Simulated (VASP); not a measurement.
# Ga (Im-3m) in VASP: further runs

Runs on Ga. Level: PBE. Tasks: relaxation of cell and atoms.

Everything below comes from runs of VASP 6.6.1. Logs are shortened: lines on timing, memory, paths and dates and some standing lists are left out, and cuts for length are marked.

**1. The cell of the first run**

The structure is cubic, space group Im-3m (No. 229). Conventional cell: a = 3.129 Å, b = 3.129 Å, c = 3.129 Å, α = 90.00°, β = 90.00°, γ = 90.00°. Within 3.6 Å of Ga (site symmetry m-3m) lie 14 Ga at 2.71 to 3.13 Å.

This isn't the form of Ga at room conditions, which is orthorhombic.

**2. Relaxation of cell and atoms, PBE, target pressure 19 GPa, at which the enthalpy is minimised**

The input, INCAR:

```
SYSTEM = Ga
PREC = Accurate ; ENCUT = 600
EDIFF = 1E-6 ; ISMEAR = -1
SIGMA = 0.08 ; LREAL = .False.
LASPH = .True. ; NELM = 100
ALGO = Normal ; ISIF = 3
LWAVE = .False. ; LCHARG = .False.
GGA = PE ; IBRION = 2
NSW = 32 ; EDIFFG = -0.005
PSTRESS = 190.0
```

The input, KPOINTS:

```
regular mesh
0
Gamma
  17 17 17
  0 0 0
```

The input, POSCAR:

```
Ga
1.0
   -1.5646033954      1.5646033954      1.5646033954
    1.5646033954     -1.5646033954      1.5646033954
    1.5646033954      1.5646033954     -1.5646033954
Ga
1
Direct
    0.0000000000      0.0000000000      0.0000000000
```

Potentials or basis: VASP PAW PBE potentials, release 64 (Ga_d).

The run is started by

```bash
cat potpaw_PBE.64/Ga_d/POTCAR > POTCAR
mpirun -np 1 vasp_std > vasp.out
```

OUTCAR:

```text
SYSTEM = Ga
   PREC = Accurate
   ENCUT = 600
   EDIFF = 1E-6
   ISMEAR = -1
   LREAL = .False.
   LASPH = .True.
   NELM = 100
   ISIF = 3
   GGA = PE
   IBRION = 2
   NSW = 32
   EDIFFG = -0.005
   PSTRESS = 190.0

 ion  position               nearest neighbor table
   1  0.000  0.000  0.000-

  LATTYP: Found a body centered cubic cell.
 ALAT       =     3.1292067908

  Lattice vectors:

 A1 = (  -1.5646033954,   1.5646033954,   1.5646033954)
 A2 = (   1.5646033954,  -1.5646033954,   1.5646033954)
 A3 = (   1.5646033954,   1.5646033954,  -1.5646033954)

Analysis of symmetry for initial positions (statically):
=====================================================================
 Subroutine PRICEL returns:
 Original cell was already a primitive cell.

 Routine SETGRP: Setting up the symmetry group for a
 body centered cubic supercell.

 Subroutine GETGRP returns: Found 48 space group operations
 (whereof 48 operations were pure point group operations)
 out of a pool of 48 trial point group operations.

The static configuration has the point symmetry O_h .

Analysis of symmetry for dynamics (positions and initial velocities):
=====================================================================
 Subroutine PRICEL returns:
 Original cell was already a primitive cell.

 Routine SETGRP: Setting up the symmetry group for a
 body centered cubic supercell.

 Subroutine GETGRP returns: Found 48 space group operations
 (whereof 48 operations were pure point group operations)
 out of a pool of 48 trial point group operations.

The dynamic configuration has the point symmetry O_h .

 Subroutine INISYM returns: Found 48 space group operations
 (whereof 48 operations are pure point group operations),
 and found     1 'primitive' translations

----------------------------------------------------------------------------------------

                                     Primitive cell

  volume of cell :      15.3205

  direct lattice vectors                    reciprocal lattice vectors
    -1.564603395  1.564603395  1.564603395     0.000000000  0.319569804  0.319569804
     1.564603395 -1.564603395  1.564603395     0.319569804  0.000000000  0.319569804
     1.564603395  1.564603395 -1.564603395     0.319569804  0.319569804  0.000000000

  length of vectors
     2.709972575  2.709972575  2.709972575     0.451939951  0.451939951  0.451939951

  position of ions in fractional coordinates (direct lattice)
     0.000000000  0.000000000  0.000000000

  ion indices of the primitive-cell ions
   primitive index   ion index
                 1           1

----------------------------------------------------------------------------------------

 KPOINTS: regular mesh

Automatic generation of k-mesh.
 Grid dimensions read from file:
 generate k-points for:   17   17   17

 Generating k-lattice:

  Cartesian coordinates                     Fractional coordinates (reciprocal lattice)
     0.000000000  0.018798224  0.018798224     0.058823529  0.000000000  0.000000000
     0.018798224  0.000000000  0.018798224     0.000000000  0.058823529  0.000000000
     0.018798224  0.018798224  0.000000000     0.000000000  0.000000000  0.058823529

  Length of vectors
     0.026584703  0.026584703  0.026584703

  Shift w.r.t. Gamma in fractional coordinates (k-lattice)
     0.000000000  0.000000000  0.000000000

 Subroutine IBZKPT returns following result:
 ===========================================

 Found    165 irreducible k-points:

 Following reciprocal coordinates:
            Coordinates               Weight
  0.000000  0.000000  0.000000      1.000000
  0.058824  0.000000  0.000000     12.000000
  0.117647  0.000000  0.000000     12.000000
  0.176471  0.000000  0.000000     12.000000
  0.235294  0.000000  0.000000     12.000000
  0.294118  0.000000  0.000000     12.000000
[... 16 lines left out ...]
  0.411765  0.117647  0.000000     48.000000
  0.176471  0.176471  0.000000     24.000000
 [... further k-points ...]
   k-points           NKPTS =    165   k-points in BZ     NKDIM =    165   number of bands    NBANDS=     10
   number of dos      NEDOS =    301   number of ions     NIONS =      1
   total plane-waves  NPLWV =  13824
   dimension x,y,z NGX =    24 NGY =   24 NGZ =   24
   dimension x,y,z NGXF=    48 NGYF=   48 NGZF=   48
   ions per type =               1
   NGX,Y,Z   is equivalent  to a cutoff of  14.72, 14.72, 14.72 a.u.
   NGXF,Y,Z  is equivalent  to a cutoff of  29.45, 29.45, 29.45 a.u.
 SYSTEM =  Ga
   PREC   = accura    normal or accurate (medium, high low for compatibility)
   ISTART =      0    job   : 0-new  1-cont  2-samecut
   ICHARG =      2    charge: 1-file 2-atom 10-const
   ISPIN  =      1    spin polarized calculation?
   LNONCOLLINEAR =      F non collinear calculations
   LSORBIT =      F    spin-orbit coupling
   LASPH  =      T    aspherical Exc in radial PAW
   ENCUT  =  600.0 eV  44.10 Ry    6.64 a.u.   5.41  5.41  5.41*2*pi/ulx,y,z
   NELM   =    100;   NELMIN=  2; NELMDL= -5     # of ELM steps
   EDIFF  = 0.1E-05   stopping-criterion for ELM
   LREAL  =      F    real-space projection
   EDIFFG = -.5E-02   stopping-criterion for IOM
   NSW    =     32    number of steps for IOM
   IBRION =      2    ionic relax: 0-MD 1-quasi-New 2-CG
   NFREE  =      1    steps in history (QN), initial steepest desc. (CG)
   ISIF   =      3    stress and relaxation
   ISYM   =      2    0-nonsym 1-usesym 2-fastsym
   POTIM  = 0.5000    time-step for ionic-motion
   TEBEG  =    0.0;   TEEND  =   0.0 temperature during run
   PSTRESS=  190.0 pullay stress
   NELECT =      13.0000    total number of electrons
   NUPDOWN=      -1.0000    fix difference up-down
   EMIN   =  10.00;   EMAX   =-10.00  energy-range for DOS
   EFERMI =   0.00;   METHOD = LEGACY
   ISMEAR =    -1;   SIGMA  =   0.08  broadening in eV -4-tet -1-fermi 0-gaus
   EFERMI_NEDOS =   21; number of points for ismear=-14 and -15
   IALGO  =     38    algorithm
   IMIX   =      4    mixing-type and parameters
     AMIX     =   0.40;   BMIX     =  1.00
     AMIX_MAG =   1.60;   BMIX_MAG =  1.00
  volume/ion in A,a.u.               =      15.32       103.39
  Fermi-wavevector in a.u.,A,eV,Ry     =   1.549881  2.928850 32.682977  2.402131
  Thomas-Fermi vector in A             =   2.654624
   LORBIT       =      0    0 simple, 1 ext, 2 COOP (PROOUT), +10 PAW based schemes
   GGA     = PE    functional components
   LHFCALC =     F    Hartree Fock is set to
   AEXX    =    0.0000 exact exchange contribution
   IVDW    =     0    specifies the selected vdW correction
   LEPSILON=     F    determine dielectric tensor
   LRPA    =     F    only Hartree local field effects (RPA)
 conjugate gradient relaxation of ions
 non-spin polarized calculation
  energy-cutoff  :      600.00
  volume of cell :       15.32
 maximum number of plane-waves:       531
 NGX is ok and might be reduce to    24
   NGX = 11   NGY = 11   NGZ = 11

--------------------------------------- Ionic step        1  -------------------------------------------

 number of electron      13.0000004 magnetization

 Free energy of the ion-electron system (eV)
  ---------------------------------------------------
  ext. energy  EPLUGINS =         0.00000000
  ---------------------------------------------------
  free energy    TOTEN  =        -2.68797884 eV

  energy without entropy =       -2.67877659  energy(sigma->0) =       -2.68337771

------------------------ aborting loop because EDIFF is reached ----------------------------------------

  FORCE on cell =-STRESS in cart. coord.  units (eV):
  Direction    XX          YY          ZZ          XY          YZ          ZX
  --------------------------------------------------------------------------------------
  -------------------------------------------------------------------------------------
  Total        1.8271899      1.8271899      1.8271899      0.0000000      0.0000000      0.0000000
  in kB      191.0827469    191.0827469    191.0827469      0.0000000      0.0000000      0.0000000
  external PRESSURE =       1.0827469 kB  Pullay stress =     190.0000000 kB
[... 59 lines left out ...]
  enthalpy is  TOTEN    =        -0.8711497654 eV   P V=        1.8195601640

--------------------------------------- Ionic step        3  -------------------------------------------

 number of electron      13.0000004 magnetization

 Free energy of the ion-electron system (eV)
  ---------------------------------------------------
  ext. energy  EPLUGINS =         0.00000000
  ---------------------------------------------------
  free energy    TOTEN  =        -2.69009970 eV

  energy without entropy =       -2.68089329  energy(sigma->0) =       -2.68549649

 E-fermi :   7.7486     XC(G=0): -12.0935

 val. band max:        7.7413423633   @ k =  -0.3529  -0.4118   0.0588
 cond. band min:       7.7489296210   @ k =   0.2353   0.2353   0.1176
 fundamental gap:      0.0075872577
 Fermi energy:         7.7485590125

 k-point     1 :       0.0000    0.0000    0.0000
  band No.  band energies     occupation
      1      -7.5119      2.00000
      2      -7.5119      2.00000
      3      -7.5119      2.00000
      4      -7.2094      2.00000
      5      -7.2094      2.00000
      6      -5.0864      2.00000
      7      23.0433      0.00000
      8      23.0433      0.00000
      9      23.0433      0.00000
     10      26.7811      0.00000
[... 287 lines left out ...]
 k-point    24 :       0.1765    0.1765    0.0000
  band No.  band energies     occupation
      1      -7.5898      2.00000
      2      -7.5151      2.00000
      3      -7.2662      2.00000
      4      -7.2647      2.00000
      5      -7.1943      2.00000
      6      -2.0502      2.00000
      7      12.4408      0.00000
      8      13.2602      0.00000
      9      17.9657      0.00000
     10      24.2768      0.00000

 [... further k-points ...]
[... 5 lines left out ...]
  --------------------------------------------------------------------------------------
  -------------------------------------------------------------------------------------
  Total        1.8192031      1.8192031      1.8192031     -0.0000000      0.0000000     -0.0000000
  in kB      190.0265528    190.0265528    190.0265528     -0.0000000      0.0000000     -0.0000000
  external PRESSURE =       0.0265528 kB  Pullay stress =     190.0000000 kB
[... 16 lines left out ...]
  FREE ENERGIE OF THE ION-ELECTRON SYSTEM (eV)
  ---------------------------------------------------
  free  energy   TOTEN  =        -2.6900996967 eV

  energy  without entropy=       -2.6808932930  energy(sigma->0) =       -2.68549649

  enthalpy is  TOTEN    =        -0.8711507541 eV   P V=        1.8189489426

 reached required accuracy - stopping structural energy minimisation
```

It took 15 s on 1 thread of Intel Xeon 6975P-C (Granite Rapids), shared host; peak memory 0.16 GiB.

What came out:

* Free energy: -2.6901 eV
* Relaxed volume: 15.34 Å³/atom
* Relaxed cell: a = 2.711 Å, b = 2.711 Å, c = 2.711 Å, α = 109.47°, β = 109.47°, γ = 109.47°
* Space group after relaxing (to 0.1 Å): Im-3m (No. 229)
* Energy change on relaxing (the run minimises the enthalpy): -2.1 meV/atom
* Ionic steps: 3
* Pressure after relaxing: 19.0 GPa
* Band gap on the k mesh: zero (an odd number of electrons rules out a gap without spin polarisation)

Step by step:
```tsv
step	energy change (eV)	largest force (eV/Å)	pressure (GPa)	volume (Å³)
1	0.0000	0.0000	19.11	15.32
2	-0.0027	0.0000	18.92	15.34
3	-0.0021	0.0000	19.00	15.34
```

Final structure:
```
Ga
1.0
    -1.56521    1.56521    1.56521
     1.56521   -1.56521    1.56521
     1.56521    1.56521   -1.56521
Ga
1
Direct
  0.00000 0.00000 0.00000
```

Levels at points of the mesh, in eV from the Fermi level:
| k point | band 4 | band 5 | band 6 | band 7 | band 8 | band 9 |
| --- | --- | --- | --- | --- | --- | --- |
| (0.00, 0.00, 0.00) | -14.96 | -14.96 | -12.83 | 15.29 | 15.29 | 15.29 |

Caveat: the cell is relaxed towards a set pressure, so the run minimises the enthalpy, not the energy.

**3. Relaxation of cell and atoms, PBE**

This run uses another cell than the first one, of 19.00 Å³/atom.

The input, INCAR:

```
PREC = Accurate
ENCUT = 600
EDIFF = 1E-6
ISMEAR = -1
SIGMA = 0.08
LREAL = F
LASPH = T
NELM = 100
ALGO = Normal
ISIF = 3
LWAVE = F
LCHARG = F
GGA = PE
IBRION = 2
NSW = 60
EDIFFG = -0.005
```

The input, KPOINTS:

```
Automatic mesh
0
Gamma
  17 17 17
```

The input, POSCAR:

```
Ga
1.0
   -1.6809877034      1.6809877034      1.6809877034
    1.6809877034     -1.6809877034      1.6809877034
    1.6809877034      1.6809877034     -1.6809877034
Ga
1
Direct
    0.0000000000      0.0000000000      0.0000000000
```

Potentials or basis: VASP PAW PBE potentials, release 64 (Ga_d).

The run is started by

```bash
cat potpaw_PBE.64/Ga_d/POTCAR > POTCAR
mpirun -np 1 vasp_std > vasp.out
```

It took 31 s on 1 thread of Intel Xeon 6975P-C (Granite Rapids), shared host; peak memory 0.17 GiB.

The run converged. Its results:

* Free energy: -2.8765 eV
* Relaxed volume: 19.22 Å³/atom
* Relaxed cell: a = 2.923 Å, b = 2.923 Å, c = 2.923 Å, α = 109.47°, β = 109.47°, γ = 109.47°
* Space group after relaxing (to 0.1 Å): Im-3m (No. 229)
* Energy gained by relaxing: 0.4 meV/atom
* Ionic steps: 7
* Pressure after relaxing: 0.0 GPa
* Band gap on the k mesh: zero (an odd number of electrons rules out a gap without spin polarisation)

The path:
```
step  energy change (eV)  largest force (eV/Å)  pressure (GPa)  volume (Å³)
   1              0.0000                0.0000            0.59        19.00
   2             -0.0004                0.0000           -0.14        19.19
   3             -0.0004                0.0000            0.18        19.17
   4             -0.0004                0.0000            0.12        19.19
   5             -0.0004                0.0000            0.12        19.19
   6             -0.0004                0.0000            0.10        19.20
   7             -0.0004                0.0000            0.01        19.22
```

Final structure:
```
CELL_PARAMETERS angstrom
-1.68748 1.68748 1.68748
1.68748 -1.68748 1.68748
1.68748 1.68748 -1.68748
ATOMIC_POSITIONS crystal
Ga 0.00000 0.00000 0.00000
```

Levels at points of the mesh, in eV from the Fermi level:
```tsv
k point	band 3	band 4	band 5	band 6	band 7	band 8	band 9	band 10
(0.00, 0.00, 0.00)	-14.95	-14.77	-14.77	-10.93	12.31	12.31	12.31	16.96
```
